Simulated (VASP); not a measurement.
Write the native input for VASP 6.6.1 that does the following.

```yaml
Task: single point
Functional: PBE
Potentials_or_basis: VASP PAW PBE potentials, release 64 (Fe, Co)
Cutoff: 600 eV
k_mesh: 16 × 16 × 16
Occupations: gaussian, width 0.05 eV
Spin: collinear spin, ferromagnetic start
Starting_moments: "[3.09, 2.02] μB"
Dipole_correction: no
Further_INCAR_settings: ALGO = Normal; EDIFF = 1e-06; NBANDS = 20
```

The structure of FeCo lies in POSCAR:

```
FeCo
1.0
    2.8455196141      0.0000000000      0.0000000000
    0.0000000000      2.8455196141      0.0000000000
    0.0000000000      0.0000000000      2.8455196141
Fe Co
1 1
Direct
    0.5000000000      0.5000000000      0.5000000000
    0.0000000000      0.0000000000      0.0000000000
```

One way to write it, as run:

INCAR

```
SYSTEM = FeCo
ALGO = Normal
EDIFF = 1E-6
ENCUT = 600
GGA = PE
GGA_COMPAT = .FALSE.
ISIF = 2
ISMEAR = 0
ISPIN = 2
LASPH = .TRUE.
LCHARG = .TRUE.
LELF = .TRUE.
LMAXMIX = 4
LORBIT = 11
LREAL = .FALSE.
LVHAR = .TRUE.
LWAVE = .FALSE.
MAGMOM = 3.09 2.02
NBANDS = 20
NELM = 200
PREC = Accurate
SIGMA = 0.05
```

KPOINTS

```
k-points
0
G
  16 16 16
  0 0 0
```

Potentials or basis: VASP PAW PBE potentials, release 64 (Fe, Co).

Run with:

```sh
$ cat potpaw_PBE.64/Fe/POTCAR potpaw_PBE.64/Co/POTCAR > POTCAR
$ mpirun -np 1 vasp_std > vasp.out
```

It gave:

* Pressure: -0.6 GPa
* Net moment: 4.54 μB per cell
* Site moments: Fe +2.79; Co +1.77 μB
* Valence electrons inside the program's atomic spheres: Fe 7.15; Co 8.23

Run time: 4.1 min on 1 thread of Oxide Virtual Turin-like Processor (shared host), peak memory 0.23 GiB.
